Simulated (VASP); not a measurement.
# MgO (CsCl type) (Pm-3m) in VASP: a series of runs

The runs below take MgO (CsCl type) through single point, relaxation of cell and atoms, with PBE.

All numbers are computed with VASP 6.6.1; they aren't measurements. Logs are shortened: lines on timing, memory, paths and dates and some standing lists are left out, and cuts for length are marked.

### 1 The cell of the first run

The structure is cubic, space group Pm-3m (No. 221). The conventional cell has a = 2.063 Å, b = 2.063 Å, c = 2.063 Å, α = 90.00°, β = 90.00°, γ = 90.00°. Mg (site symmetry m-3m) has 8 O at 1.79 Å and 6 Mg at 2.06 Å within 2.4 Å. O (site symmetry m-3m) has 8 Mg at 1.79 Å and 6 O at 2.06 Å within 2.4 Å.

### 2 Single point, PBE

The input, INCAR:

```
PREC = Accurate
ENCUT = 600
EDIFF = 1E-6
ISMEAR = 0
SIGMA = 0.01
LREAL = False
LASPH = True
NELM = 120
ALGO = Normal
ISIF = 2
LWAVE = False
LCHARG = True
GGA = PE
LELF = True
LVHAR = True
NBANDS = 11
GGA_COMPAT = False
```

The input, KPOINTS:

```
regular mesh
0
Gamma
  8 8 8
```

The input, POSCAR:

```
MgO
1.0
    2.0631258129      0.0000000000      0.0000000000
    0.0000000000      2.0631258129      0.0000000000
    0.0000000000      0.0000000000      2.0631258129
Mg O
1 1
Direct
    0.0000000000      0.0000000000      0.0000000000
    0.5000000000      0.5000000000      0.5000000000
```

Potentials or basis: VASP PAW PBE potentials, release 64 (Mg, O).

Started as:

```
> cat potpaw_PBE.64/Mg/POTCAR potpaw_PBE.64/O/POTCAR > POTCAR
> mpirun -np 1 vasp_std > vasp.out
```

OUTCAR:

```text
PREC = Accurate
   ENCUT = 600
   EDIFF = 1E-6
   ISMEAR = 0
   LREAL = False
   LASPH = True
   NELM = 120
   ISIF = 2
   GGA = PE

 ion  position               nearest neighbor table
   1  0.000  0.000  0.000-   2 1.79   2 1.79   2 1.79   2 1.79   2 1.79   2 1.79   2 1.79   2 1.79

   2  0.500  0.500  0.500-   1 1.79   1 1.79   1 1.79   1 1.79   1 1.79   1 1.79   1 1.79   1 1.79

  LATTYP: Found a simple cubic cell.
 ALAT       =     2.0631258129

  Lattice vectors:

 A1 = (   2.0631258129,   0.0000000000,   0.0000000000)
 A2 = (   0.0000000000,   2.0631258129,   0.0000000000)
 A3 = (   0.0000000000,   0.0000000000,   2.0631258129)

Analysis of symmetry for initial positions (statically):
=====================================================================
 Subroutine PRICEL returns:
 Original cell was already a primitive cell.

 Routine SETGRP: Setting up the symmetry group for a
 simple cubic supercell.

 Subroutine GETGRP returns: Found 48 space group operations
 (whereof 48 operations were pure point group operations)
 out of a pool of 48 trial point group operations.

The static configuration has the point symmetry O_h .

Analysis of symmetry for dynamics (positions and initial velocities):
=====================================================================
 Subroutine PRICEL returns:
 Original cell was already a primitive cell.

 Routine SETGRP: Setting up the symmetry group for a
 simple cubic supercell.

 Subroutine GETGRP returns: Found 48 space group operations
 (whereof 48 operations were pure point group operations)
 out of a pool of 48 trial point group operations.

The dynamic configuration has the point symmetry O_h .

 Subroutine INISYM returns: Found 48 space group operations
 (whereof 48 operations are pure point group operations),
 and found     1 'primitive' translations

----------------------------------------------------------------------------------------

                                     Primitive cell

  volume of cell :       8.7817

  direct lattice vectors                    reciprocal lattice vectors
     2.063125813  0.000000000  0.000000000     0.484701415  0.000000000  0.000000000
     0.000000000  2.063125813  0.000000000     0.000000000  0.484701415  0.000000000
     0.000000000  0.000000000  2.063125813     0.000000000  0.000000000  0.484701415

  length of vectors
     2.063125813  2.063125813  2.063125813     0.484701415  0.484701415  0.484701415

  position of ions in fractional coordinates (direct lattice)
     0.000000000  0.000000000  0.000000000
     0.500000000  0.500000000  0.500000000

  ion indices of the primitive-cell ions
   primitive index   ion index
                 1           1
                 2           2

----------------------------------------------------------------------------------------

 KPOINTS: regular mesh

Automatic generation of k-mesh.
 Grid dimensions read from file:
 generate k-points for:    8    8    8

 Generating k-lattice:

  Cartesian coordinates                     Fractional coordinates (reciprocal lattice)
     0.060587677  0.000000000  0.000000000     0.125000000  0.000000000  0.000000000
     0.000000000  0.060587677  0.000000000     0.000000000  0.125000000  0.000000000
     0.000000000  0.000000000  0.060587677     0.000000000  0.000000000  0.125000000

  Length of vectors
     0.060587677  0.060587677  0.060587677

  Shift w.r.t. Gamma in fractional coordinates (k-lattice)
     0.000000000  0.000000000  0.000000000

 Subroutine IBZKPT returns following result:
 ===========================================

 Found     35 irreducible k-points:

 Following reciprocal coordinates:
            Coordinates               Weight
  0.000000  0.000000  0.000000      1.000000
  0.125000  0.000000  0.000000      6.000000
  0.250000  0.000000  0.000000      6.000000
  0.375000  0.000000  0.000000      6.000000
  0.500000  0.000000  0.000000      3.000000
  0.125000  0.125000  0.000000     12.000000
[... 16 lines left out ...]
  0.375000  0.375000  0.125000     24.000000
  0.500000  0.375000  0.125000     24.000000
 [... further k-points ...]
   k-points           NKPTS =     35   k-points in BZ     NKDIM =     35   number of bands    NBANDS=     11
   number of dos      NEDOS =    301   number of ions     NIONS =      2
   total plane-waves  NPLWV =   4096
   dimension x,y,z NGX =    16 NGY =   16 NGZ =   16
   dimension x,y,z NGXF=    32 NGYF=   32 NGZF=   32
   ions per type =               1   1
   NGX,Y,Z   is equivalent  to a cutoff of  12.89, 12.89, 12.89 a.u.
   NGXF,Y,Z  is equivalent  to a cutoff of  25.79, 25.79, 25.79 a.u.
 SYSTEM =  unknown system
   PREC   = accura    normal or accurate (medium, high low for compatibility)
   ISTART =      0    job   : 0-new  1-cont  2-samecut
   ICHARG =      2    charge: 1-file 2-atom 10-const
   ISPIN  =      1    spin polarized calculation?
   LNONCOLLINEAR =      F non collinear calculations
   LSORBIT =      F    spin-orbit coupling
   LASPH  =      T    aspherical Exc in radial PAW
   ENCUT  =  600.0 eV  44.10 Ry    6.64 a.u.   4.12  4.12  4.12*2*pi/ulx,y,z
   NELM   =    120;   NELMIN=  2; NELMDL= -5     # of ELM steps
   EDIFF  = 0.1E-05   stopping-criterion for ELM
   LREAL  =      F    real-space projection
   EDIFFG = 0.1E-04   stopping-criterion for IOM
   NSW    =      0    number of steps for IOM
   IBRION =     -1    ionic relax: 0-MD 1-quasi-New 2-CG
   NFREE  =      0    steps in history (QN), initial steepest desc. (CG)
   ISIF   =      2    stress and relaxation
   ISYM   =      2    0-nonsym 1-usesym 2-fastsym
   POTIM  = 0.5000    time-step for ionic-motion
   TEBEG  =    0.0;   TEEND  =   0.0 temperature during run
   PSTRESS=    0.0 pullay stress
   NELECT =       8.0000    total number of electrons
   NUPDOWN=      -1.0000    fix difference up-down
   EMIN   =  10.00;   EMAX   =-10.00  energy-range for DOS
   EFERMI =   0.00;   METHOD = LEGACY
   ISMEAR =     0;   SIGMA  =   0.01  broadening in eV -4-tet -1-fermi 0-gaus
   EFERMI_NEDOS =   21; number of points for ismear=-14 and -15
   IALGO  =     38    algorithm
   IMIX   =      4    mixing-type and parameters
     AMIX     =   0.40;   BMIX     =  1.00
     AMIX_MAG =   1.60;   BMIX_MAG =  1.00
  volume/ion in A,a.u.               =       4.39        29.63
  Fermi-wavevector in a.u.,A,eV,Ry     =   1.587008  2.999010 34.267557  2.518594
  Thomas-Fermi vector in A             =   2.686232
   LORBIT       =      0    0 simple, 1 ext, 2 COOP (PROOUT), +10 PAW based schemes
   GGA     = PE    functional components
   LHFCALC =     F    Hartree Fock is set to
   AEXX    =    0.0000 exact exchange contribution
   IVDW    =     0    specifies the selected vdW correction
   LEPSILON=     F    determine dielectric tensor
   LRPA    =     F    only Hartree local field effects (RPA)
 non-spin polarized calculation
 Gauss-broadening in eV      SIGMA  =   0.01
  energy-cutoff  :      600.00
  volume of cell :        8.78
 maximum number of plane-waves:       304
   NGX =  9   NGY =  9   NGZ =  9

 number of electron       8.0000008 magnetization

 Free energy of the ion-electron system (eV)
  ---------------------------------------------------
  ext. energy  EPLUGINS =         0.00000000
  ---------------------------------------------------
  free energy    TOTEN  =        -2.17124861 eV

  energy without entropy =       -2.17124861  energy(sigma->0) =       -2.17124861

 E-fermi :  14.8643     XC(G=0): -15.3149

 val. band max:       14.7964726977   @ k =   0.5000   0.5000   0.0000
 cond. band min:      22.5056915961   @ k =   0.5000   0.5000   0.0000
 fundamental gap:      7.7092188984
 Fermi energy:        14.8642729565

 k-point     1 :       0.0000    0.0000    0.0000
  band No.  band energies     occupation
      1     -10.9607      2.00000
      2      12.7557      2.00000
      3      12.7557      2.00000
      4      12.7557      2.00000
      5      25.4123      0.00000
      6      25.4123      0.00000
      7      28.9878      0.00000
      8      51.0053      0.00000
      9      51.0053      0.00000
     10      51.0053      0.00000
     11      53.5282      0.00000

 k-point     2 :       0.1250    0.0000    0.0000
  band No.  band energies     occupation
      1     -10.5592      2.00000
      2      10.7650      2.00000
      3      12.8200      2.00000
      4      12.8200      2.00000
      5      25.9577      0.00000
      6      27.1478      0.00000
      7      29.8643      0.00000
      8      49.1613      0.00000
      9      49.1613      0.00000
     10      50.8651      0.00000
     11      52.5027      0.00000

 k-point     3 :       0.2500    0.0000    0.0000
  band No.  band energies     occupation
      1      -9.4472      2.00000
      2       7.0453      2.00000
      3      12.9797      2.00000
      4      12.9797      2.00000
      5      27.5860      0.00000
      6      29.2909      0.00000
      7      32.6555      0.00000
      8      45.5068      0.00000
      9      45.7935      0.00000
     10      45.7935      0.00000
     11      51.4342      0.00000

 k-point     4 :       0.3750    0.0000    0.0000
  band No.  band energies     occupation
      1      -7.9917      2.00000
      2       3.7365      2.00000
      3      13.1435      2.00000
      4      13.1435      2.00000
      5      30.2424      0.00000
      6      30.7965      0.00000
      7      34.8168      0.00000
      8      39.5583      0.00000
      9      43.3946      0.00000
     10      43.3946      0.00000
     11      50.5807      0.00000
[... 239 lines left out ...]
 k-point    22 :       0.5000    0.2500    0.1250
  band No.  band energies     occupation
      1      -6.0937      2.00000
      2       3.9154      2.00000
      3       9.0492      2.00000
      4      12.5952      2.00000
      5      27.4185      0.00000
      6      32.7541      0.00000
      7      34.0735      0.00000
      8      39.0790      0.00000
      9      42.1733      0.00000
     10      43.3498      0.00000
     11      51.3293      0.00000

 k-point    23 :       0.3750    0.3750    0.1250
  band No.  band energies     occupation
      1      -5.7712      2.00000
      2       6.0214      2.00000
      3       6.1205      2.00000
      4      12.8889      2.00000
      5      25.3751      0.00000
      6      33.5541      0.00000
      7      34.1221      0.00000
      8      38.0567      0.00000
      9      42.6251      0.00000
     10      43.2428      0.00000
     11      53.1367      0.00000

 k-point    24 :       0.5000    0.3750    0.1250
  band No.  band energies     occupation
      1      -5.2888      2.00000
      2       4.9517      2.00000
      3       6.4895      2.00000
      4      13.1257      2.00000
      5      24.2520      0.00000
      6      33.6215      0.00000
      7      34.2631      0.00000
      8      37.7027      0.00000
      9      42.8764      0.00000
     10      43.0310      0.00000
     11      55.0006      0.00000

 [... further k-points ...]
[... 5 lines left out ...]
  --------------------------------------------------------------------------------------
  -------------------------------------------------------------------------------------
  Total       27.8824303     27.8824303     27.8824303      0.0000000      0.0000000     -0.0000000
  in kB     5087.0273095   5087.0273095   5087.0273095      0.0000000      0.0000000     -0.0000000
  external PRESSURE =    5087.0273095 kB  Pullay stress =       0.0000000 kB

 VOLUME and BASIS-vectors are now :
 -----------------------------------------------------------------------------
  energy-cutoff  :      600.00
  volume of cell :        8.78
      direct lattice vectors                 reciprocal lattice vectors
     2.063125813  0.000000000  0.000000000     0.484701415  0.000000000  0.000000000
     0.000000000  2.063125813  0.000000000     0.000000000  0.484701415  0.000000000
     0.000000000  0.000000000  2.063125813     0.000000000  0.000000000  0.484701415

 POSITION                                       TOTAL-FORCE (eV/Angst)
 -----------------------------------------------------------------------------------
      0.00000      0.00000      0.00000         0.000000      0.000000      0.000000
      1.03156      1.03156      1.03156         0.000000      0.000000      0.000000
 -----------------------------------------------------------------------------------
    total drift:                                0.000000      0.000000      0.000000

  FREE ENERGIE OF THE ION-ELECTRON SYSTEM (eV)
  ---------------------------------------------------
  free  energy   TOTEN  =        -2.1712486104 eV

  energy  without entropy=       -2.1712486104  energy(sigma->0) =       -2.17124861
```

Run time: 5.4 s. Hardware: 1 thread of AMD EPYC 7R13, shared host; peak memory 0.09 GiB.

Results:

| Item | Value |
| --- | --- |
| Free energy | -2.1712 eV |
| Pressure | 508.7 GPa |
| Band gap on the k mesh | 7.71 eV, direct |

A k mesh can miss the band edges. PBE gaps usually lie below the measured ones, often by a third to a half.

[end of part 1 of 2]
